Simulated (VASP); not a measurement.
# H in VASP: a series of runs, part 2 of 2

VASP 6.6.1. The steps go on from the part before.

## Step 5: Single point, PBE+D3(BJ)

INCAR

```
SYSTEM = H
ALGO = Normal
EDIFF = 1E-6
ENCUT = 400
GGA = PE
GGA_COMPAT = .FALSE.
ISIF = 2
ISMEAR = -1
IVDW = 12
LASPH = .TRUE.
LCHARG = .TRUE.
LELF = .TRUE.
LREAL = .FALSE.
LVHAR = .TRUE.
LWAVE = .FALSE.
NBANDS = 30
NELM = 120
PREC = Accurate
SIGMA = 0.05
```

KPOINTS

```
k-points
0
G
  1 1 1
  0 0 0
```

POSCAR

```
H
1.0
    7.1137870000      0.0000000000      0.0000000000
    0.0000000000      7.1137870000      0.0000000000
    0.0000000000      0.0000000000      7.1137870000
H
24
Direct
    0.3749760852      0.6217785267      0.5551754642
    0.3503056811      0.7208256306      0.5402888785
    0.9019527855      1.0921327838      0.2693783213
    0.9287317711      1.0446053558      0.1888867350
    0.6211318950      0.4481860365      0.7329710603
    0.5796771818      0.4628055352      0.8275760857
    0.8684263389      0.8199008489      0.8071650163
    0.8379081353      0.7660757906      0.7138954259
    0.8400870029      0.4368840394      0.4216038518
    0.8626909971      0.3346600060      0.4510396502
   -0.3402266613      0.9938166549      0.6492744301
   -0.4403702276      1.0050905376      0.5954072001
    0.2036889775      0.3052101504     -0.3641098616
    0.1726225427      0.2378620558     -0.4416213193
    0.3246512722      0.6121633948      1.0480072007
    0.3183536420      0.5217333609      1.1057682779
    0.2924883750      0.9928326502      0.9158131949
    0.3810769144      0.9959111792      0.8630845990
    0.9003502635      0.3914230212      1.0026164686
    0.9590391166      0.3720662426      0.9126081509
    0.6905323423      0.7656119026      0.3260007644
    0.6082976620      0.7054470425      0.3629993420
    0.5407949381      0.2419105323      0.2829294720
    0.5139175519      0.1873123275      0.1984315808
```

Started as:

```bash
> cat potpaw_PBE.64/H/POTCAR > POTCAR
> mpirun -np 1 vasp_gam > vasp.out
```

Run time: 38 s. Hardware: 1 thread of Intel Xeon 8259CL, shared host; peak memory 0.32 GiB.

Results (log left out):

```
Free energy                : -81.2222 eV
Pressure                   : -0.7 GPa
Largest force              : 2.453 eV/Å
Dispersion energy per atom : -0.015 eV
```

Forces on the atoms (eV/Å):
```
H    0.065 -0.547  0.115
H   -0.197  0.536 -0.058
H   -0.662  1.142  1.991
H    0.691 -1.221 -2.013
H    0.094 -0.063 -0.256
H   -0.145  0.032  0.239
H   -0.271 -0.660 -1.041
H    0.412  0.576  1.106
H    0.125 -0.642  0.193
H   -0.172  0.711 -0.169
H   -1.476  0.230 -0.798
H    1.410 -0.066  0.724
H   -0.096 -0.266 -0.275
H    0.142  0.247  0.291
H   -0.027 -0.364  0.239
H    0.016  0.372 -0.235
H   -0.555 -0.022  0.346
H    0.514  0.013 -0.294
H    0.467 -0.159 -0.665
H   -0.410  0.148  0.688
H   -0.440 -0.364  0.167
H    0.552  0.366 -0.285
H    0.073  0.180  0.276
H   -0.109 -0.179 -0.287
```

Stress tensor (GPa, compression positive):
```
-0.79 -0.31 -0.42
-0.31 -0.63  0.17
-0.42  0.17 -0.56
```

Levels at points of the mesh, in eV from the Fermi level:
```tsv
k point	band 9	band 10	band 11	band 12	band 13	band 14	band 15	band 16
(0.00, 0.00, 0.00)	-1.76	-1.61	-1.40	-1.22	7.83	7.91	8.05	8.19
```

Caveat: the k points lie up to 0.88 Å⁻¹ apart; the atoms stand as in a frame of molecular dynamics.

## Step 6: Single point, PBE+D3(BJ)

INCAR

```
SYSTEM = H
PREC = Accurate
ENCUT = 400
EDIFF = 1E-6
ISMEAR = -1
SIGMA = 0.05
LREAL = .False.
LASPH = .True.
NELM = 120
ALGO = Normal
ISIF = 2
LWAVE = .False.
LCHARG = .False.
GGA = PE
IVDW = 12
NBANDS = 30
GGA_COMPAT = .False.
```

KPOINTS

```
Automatic mesh
0
Gamma
  1 1 1
  0 0 0
```

POSCAR

```
H
1.0
    7.1137870000      0.0000000000      0.0000000000
    0.0000000000      7.1137870000      0.0000000000
    0.0000000000      0.0000000000      7.1137870000
H
24
Direct
    0.1249685997      0.7434436820      0.4917071596
    0.1360737959      0.8492382468      0.4769189744
    0.9028383897      1.1052622183      0.1548823433
    0.8392295131      1.0528007094      0.0842167470
    0.5707649104      0.4520236549      0.9208878478
    0.4884880585      0.4722800950      0.8560841082
    0.9561011596      0.8599217266      0.7891155583
    0.9118350043      0.7810045479      0.8484932147
    0.8144185368      0.4355626616      0.3957104704
    0.9161224535      0.4687376780      0.4103159119
   -0.3896096411      1.1272336380      0.5967004635
   -0.3689314847      1.1234241340      0.7062904751
    0.2498247417      0.3677787935     -0.4179489771
    0.3464399482      0.3780124426     -0.4533731471
    0.1220447000      0.5995259628      1.0885060236
    0.2018193685      0.6647935902      1.1267556929
    0.3974535645      0.9487211242      0.8942213198
    0.3005150421      0.9712970040      0.9311777257
    0.9280710823      0.4054802316      0.8579115456
    0.9404273701      0.3291917512      0.9323304170
    0.6301144524      0.6692356687      0.1923729232
    0.5539665441      0.7376239969      0.1599007673
    0.4650406317      0.2143021713      0.2172963571
    0.5660698022      0.2027612016      0.2454810637
```

Potentials or basis: VASP PAW PBE potentials, release 64 (H).

Started as:

```bash
> cat potpaw_PBE.64/H/POTCAR > POTCAR
> mpirun -np 1 vasp_gam > vasp.out
```

Wall time 34 s (1 thread of Intel Xeon 8259CL, shared host); peak memory 0.33 GiB.

The run converged. Its results:

```yaml
Free_energy: -81.3967 eV
Pressure: -1.1 GPa
Largest_force: 1.242 eV/Å
Dispersion_energy_per_atom: -0.015 eV
```

Forces in eV/Å, atoms in the order of the input:
```
H    0.064  0.457 -0.072
H   -0.030 -0.426  0.046
H   -0.388 -0.354 -0.402
H    0.427  0.286  0.466
H   -0.243  0.051 -0.197
H    0.221 -0.070  0.162
H   -0.274 -0.475  0.325
H    0.227  0.448 -0.316
H    0.504  0.156  0.086
H   -0.509 -0.164 -0.092
H    0.243 -0.070  1.198
H   -0.203  0.053 -1.224
H   -0.511 -0.050  0.189
H    0.470  0.054 -0.190
H    0.693  0.545  0.326
H   -0.687 -0.575 -0.314
H   -0.152  0.044  0.046
H    0.130 -0.036 -0.045
H    0.062 -0.273  0.255
H   -0.039  0.318 -0.321
H   -0.296  0.318 -0.096
H    0.325 -0.255  0.152
H   -0.002  0.020  0.017
H   -0.033 -0.002  0.001
```

Stress tensor (GPa, compression positive):
```
-0.98 -0.21 -0.38
-0.21 -1.06  0.12
-0.38  0.12 -1.14
```

Levels at points of the mesh, in eV from the Fermi level:
```
           k point  band 10  band 11  band 12  band 13  band 14  band 15
(0.00, 0.00, 0.00)    -1.44    -1.34    -1.23     7.62     7.89     8.16
```

Caveat: the k points lie up to 0.88 Å⁻¹ apart; the atoms stand as in a frame of molecular dynamics.

## Step 7: Summary

| cell | pressure (GPa) | largest force (eV/Å) |
| --- | --- | --- |
| as given, atomic positions A | -0.6 | 1.52 |
| as given, atomic positions B | -0.2 | 1.30 |
| as given, atomic positions C | -0.9 | 1.61 |
| as given, atomic positions D | -0.7 | 2.45 |
| as given, atomic positions E | -1.1 | 1.24 |

Alike in all rows: task single point; level PBE+D3(BJ); potentials or basis VASP PAW PBE potentials, release 64 (H); no spin polarisation; k mesh 1 × 1 × 1; cutoff (eV) 400; smearing fermi-dirac 0.05 eV.

Caveats: all runs use coarse meshes; the atoms stand as in a frame of molecular dynamics (at least some runs).

Absolute energies hang on the potentials; compare differences alone.
